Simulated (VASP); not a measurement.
# KYSe2 (P4/mmm) in VASP: further runs, part 2 of 3

VASP 6.6.1. The steps go on from the part before.

## Step 3: Single point, r2SCAN

POSCAR reads:

```
KYSe2
1.0
    4.3197464616      0.0000000000      0.0000000000
    0.0000000000      4.3197464616      0.0000000000
    0.0000000000      0.0000000000      5.8682760708
K Se Y
1 2 1
Direct
    0.0000000000      0.0000000000      0.0000000000
    0.0000000000      0.0000000000      0.5000000000
    0.5000000000      0.5000000000      0.0000000000
    0.5000000000      0.5000000000      0.5000000000
```

INCAR.step1 reads:

```
  ALGO = Normal
  EDIFF = 1E-4
  ENCUT = 520
  GGA = PE
  ISMEAR = 0
  LASPH = True
  LCHARG = False
  LREAL = False
  LWAVE = True
  NBANDS = 24
  NELM = 100
  PREC = Accurate
  SIGMA = 0.01
```

INCAR.step2 reads:

```
  ALGO = Normal
  EDIFF = 1E-6
  ENCUT = 520
  ISIF = 2
  ISMEAR = 0
  ISTART = 1
  LASPH = True
  LCHARG = False
  LMIXTAU = True
  LREAL = False
  LWAVE = False
  METAGGA = R2SCAN
  NBANDS = 24
  NELM = 100
  PREC = Accurate
  SIGMA = 0.01
```

KPOINTS reads:

```
k-points
0
Gamma
  6 6 4
```

Potentials or basis: VASP PAW PBE potentials, release 64 (K_sv, Se, Y_sv).

Command:

```console
> cat potpaw_PBE.64/K_sv/POTCAR potpaw_PBE.64/Se/POTCAR potpaw_PBE.64/Y_sv/POTCAR > POTCAR
> cp INCAR.step1 INCAR
> mpirun -np 1 vasp_std > vasp.out
> cp INCAR.step2 INCAR
> mpirun -np 1 vasp_std > vasp.out
```

OUTCAR:

```text
EDIFF = 1E-6
   ENCUT = 520
   ISIF = 2
   ISMEAR = 0
   ISTART = 1
   LASPH = True
   LREAL = False
   METAGGA = R2SCAN
   NELM = 100
   PREC = Accurate

 ion  position               nearest neighbor table
   1  0.000  0.000  0.000-   2 2.93   2 2.93   3 3.05   3 3.05   3 3.05   3 3.05
   2  0.000  0.000  0.500-   1 2.93   1 2.93   4 3.05   4 3.05   4 3.05   4 3.05
   3  0.500  0.500  0.000-   4 2.93   4 2.93   1 3.05   1 3.05   1 3.05   1 3.05
   4  0.500  0.500  0.500-   3 2.93   3 2.93   2 3.05   2 3.05   2 3.05   2 3.05

  LATTYP: Found a simple tetragonal cell.
 ALAT       =     4.3197464616
 C/A-ratio  =     1.3584769669

  Lattice vectors:

 A1 = (   4.3197464616,   0.0000000000,   0.0000000000)
 A2 = (   0.0000000000,   4.3197464616,   0.0000000000)
 A3 = (   0.0000000000,   0.0000000000,   5.8682760708)

Analysis of symmetry for initial positions (statically):
=====================================================================
 Subroutine PRICEL returns:
 Original cell was already a primitive cell.

 Routine SETGRP: Setting up the symmetry group for a
 simple tetragonal supercell.

 Subroutine GETGRP returns: Found 16 space group operations
 (whereof 16 operations were pure point group operations)
 out of a pool of 16 trial point group operations.

The static configuration has the point symmetry D_4h.

Analysis of symmetry for dynamics (positions and initial velocities):
=====================================================================
 Subroutine PRICEL returns:
 Original cell was already a primitive cell.

 Routine SETGRP: Setting up the symmetry group for a
 simple tetragonal supercell.

 Subroutine GETGRP returns: Found 16 space group operations
 (whereof 16 operations were pure point group operations)
 out of a pool of 16 trial point group operations.

The dynamic configuration has the point symmetry D_4h.

 Subroutine INISYM returns: Found 16 space group operations
 (whereof 16 operations are pure point group operations),
 and found     1 'primitive' translations

----------------------------------------------------------------------------------------

                                     Primitive cell

  volume of cell :     109.5033

  direct lattice vectors                    reciprocal lattice vectors
     4.319746462  0.000000000  0.000000000     0.231495068  0.000000000  0.000000000
     0.000000000  4.319746462  0.000000000     0.000000000  0.231495068  0.000000000
     0.000000000  0.000000000  5.868276071     0.000000000  0.000000000  0.170407797

  length of vectors
     4.319746462  4.319746462  5.868276071     0.231495068  0.231495068  0.170407797

  position of ions in fractional coordinates (direct lattice)
     0.000000000  0.000000000  0.000000000
     0.000000000  0.000000000  0.500000000
     0.500000000  0.500000000  0.000000000
     0.500000000  0.500000000  0.500000000

  ion indices of the primitive-cell ions
   primitive index   ion index
                 1           1
                 2           2
                 3           3
                 4           4

----------------------------------------------------------------------------------------

 KPOINTS: k-points

Automatic generation of k-mesh.
 Grid dimensions read from file:
 generate k-points for:    6    6    4

 Generating k-lattice:

  Cartesian coordinates                     Fractional coordinates (reciprocal lattice)
     0.038582511  0.000000000  0.000000000     0.166666667  0.000000000  0.000000000
     0.000000000  0.038582511  0.000000000     0.000000000  0.166666667  0.000000000
     0.000000000  0.000000000  0.042601949     0.000000000  0.000000000  0.250000000

  Length of vectors
     0.038582511  0.038582511  0.042601949

  Shift w.r.t. Gamma in fractional coordinates (k-lattice)
     0.000000000  0.000000000  0.000000000

 Subroutine IBZKPT returns following result:
 ===========================================

 Found     30 irreducible k-points:

 Following reciprocal coordinates:
            Coordinates               Weight
  0.000000  0.000000  0.000000      1.000000
  0.166667  0.000000  0.000000      4.000000
  0.333333  0.000000  0.000000      4.000000
  0.500000  0.000000  0.000000      2.000000
  0.166667  0.166667  0.000000      4.000000
  0.333333  0.166667  0.000000      8.000000
[... 16 lines left out ...]
  0.333333  0.000000  0.500000      4.000000
  0.500000  0.000000  0.500000      2.000000
 [... further k-points ...]
   k-points           NKPTS =     30   k-points in BZ     NKDIM =     30   number of bands    NBANDS=     24
   number of dos      NEDOS =    301   number of ions     NIONS =      4
   total plane-waves  NPLWV =  49152
   dimension x,y,z NGX =    32 NGY =   32 NGZ =   48
   dimension x,y,z NGXF=    64 NGYF=   64 NGZF=   96
   ions per type =               1   2   1
   NGX,Y,Z   is equivalent  to a cutoff of  12.32, 12.32, 13.60 a.u.
   NGXF,Y,Z  is equivalent  to a cutoff of  24.63, 24.63, 27.20 a.u.
 SYSTEM =  unknown system
   PREC   = accura    normal or accurate (medium, high low for compatibility)
   ISTART =      1    job   : 0-new  1-cont  2-samecut
   ICHARG =      0    charge: 1-file 2-atom 10-const
   ISPIN  =      1    spin polarized calculation?
   LNONCOLLINEAR =      F non collinear calculations
   LSORBIT =      F    spin-orbit coupling
   LASPH  =      T    aspherical Exc in radial PAW
   ENCUT  =  520.0 eV  38.22 Ry    6.18 a.u.   8.03  8.03 10.91*2*pi/ulx,y,z
   NELM   =    100;   NELMIN=  2; NELMDL=  0     # of ELM steps
   EDIFF  = 0.1E-05   stopping-criterion for ELM
   LREAL  =      F    real-space projection
   EDIFFG = 0.1E-04   stopping-criterion for IOM
   NSW    =      0    number of steps for IOM
   IBRION =     -1    ionic relax: 0-MD 1-quasi-New 2-CG
   NFREE  =      0    steps in history (QN), initial steepest desc. (CG)
   ISIF   =      2    stress and relaxation
   ISYM   =      2    0-nonsym 1-usesym 2-fastsym
   POTIM  = 0.5000    time-step for ionic-motion
   TEBEG  =    0.0;   TEEND  =   0.0 temperature during run
   PSTRESS=    0.0 pullay stress
   NELECT =      32.0000    total number of electrons
   NUPDOWN=      -1.0000    fix difference up-down
   EMIN   =  10.00;   EMAX   =-10.00  energy-range for DOS
   EFERMI =   0.00;   METHOD = LEGACY
   ISMEAR =     0;   SIGMA  =   0.01  broadening in eV -4-tet -1-fermi 0-gaus
   EFERMI_NEDOS =   21; number of points for ismear=-14 and -15
   IALGO  =     38    algorithm
   IMIX   =      4    mixing-type and parameters
     AMIX     =   0.40;   BMIX     =  1.00
     AMIX_MAG =   1.60;   BMIX_MAG =  1.00
  volume/ion in A,a.u.               =      27.38       184.74
  Fermi-wavevector in a.u.,A,eV,Ry     =   1.086382  2.052964 16.057941  1.180225
  Thomas-Fermi vector in A             =   2.222517
   LORBIT       =      0    0 simple, 1 ext, 2 COOP (PROOUT), +10 PAW based schemes
   METAGGA = R2SCAN    functional components
   LHFCALC =     F    Hartree Fock is set to
   AEXX    =    0.0000 exact exchange contribution
   IVDW    =     0    specifies the selected vdW correction
   LEPSILON=     F    determine dielectric tensor
   LRPA    =     F    only Hartree local field effects (RPA)
 non-spin polarized calculation
 Gauss-broadening in eV      SIGMA  =   0.01
  energy-cutoff  :      520.00
  volume of cell :      109.50
 maximum number of plane-waves:      2976
   NGX = 17   NGY = 17   NGZ = 21

 number of electron      32.0000004 magnetization

 Free energy of the ion-electron system (eV)
  ---------------------------------------------------
  ext. energy  EPLUGINS =         0.00000000
  ---------------------------------------------------
  free energy    TOTEN  =       -61.82781382 eV

  energy without entropy =      -61.82781382  energy(sigma->0) =      -61.82781382

 E-fermi :   2.1147     XC(G=0):  -9.5034

 val. band max:        2.0055153739   @ k =   0.0000   0.0000   0.0000
 cond. band min:       2.5023286572   @ k =   0.0000   0.0000   0.0000
 fundamental gap:      0.4968132833
 Fermi energy:         2.1146923825

 k-point     1 :       0.0000    0.0000    0.0000
  band No.  band energies     occupation
      1     -42.9685      2.00000
      2     -27.5670      2.00000
      3     -22.2503      2.00000
      4     -22.2503      2.00000
      5     -22.1118      2.00000
      6     -10.9744      2.00000
[... 637 lines left out ...]
     23       8.5295      0.00000
     24       9.4269      0.00000

 [... further k-points ...]

------------------------ aborting loop because EDIFF is reached ----------------------------------------

  FORCE on cell =-STRESS in cart. coord.  units (eV):
  Direction    XX          YY          ZZ          XY          YZ          ZX
  --------------------------------------------------------------------------------------
  -------------------------------------------------------------------------------------
  Total        0.0492821      0.0492821      0.0619113      0.0000000      0.0000000      0.0000000
  in kB        0.7210621      0.7210621      0.9058440      0.0000000      0.0000000      0.0000000
  external PRESSURE =       0.7826561 kB  Pullay stress =       0.0000000 kB

 VOLUME and BASIS-vectors are now :
 -----------------------------------------------------------------------------
  energy-cutoff  :      520.00
  volume of cell :      109.50
      direct lattice vectors                 reciprocal lattice vectors
     4.319746462  0.000000000  0.000000000     0.231495068  0.000000000  0.000000000
     0.000000000  4.319746462  0.000000000     0.000000000  0.231495068  0.000000000
     0.000000000  0.000000000  5.868276071     0.000000000  0.000000000  0.170407797

 POSITION                                       TOTAL-FORCE (eV/Angst)
 -----------------------------------------------------------------------------------
      0.00000      0.00000      0.00000         0.000000      0.000000      0.000000
      0.00000      0.00000      2.93414         0.000000      0.000000      0.000000
      2.15987      2.15987      0.00000         0.000000      0.000000      0.000000
      2.15987      2.15987      2.93414         0.000000      0.000000      0.000000
 -----------------------------------------------------------------------------------
    total drift:                                0.000000     -0.000000     -0.000000

  FREE ENERGIE OF THE ION-ELECTRON SYSTEM (eV)
  ---------------------------------------------------
  free  energy   TOTEN  =       -61.8278138180 eV

  energy  without entropy=      -61.8278138180  energy(sigma->0) =      -61.82781382
```

It took 3.9 min on 1 thread of Oxide Virtual Turin-like, shared host; peak memory 0.25 GiB.

Results:

```yaml
Free_energy: -61.8278 eV
Pressure: 0.1 GPa
Band_gap_on_the_k_mesh: 0.50 eV
```

Caveat: semilocal functionals underestimate gaps, and a narrow one can read as zero; the PAW data sets were made with another functional, which shifts forces and pressure a little. A k mesh can miss the band edges.

[end of part 2 of 3]

The gap in the log of VASP goes by the Fermi energy; the results here count the filled bands.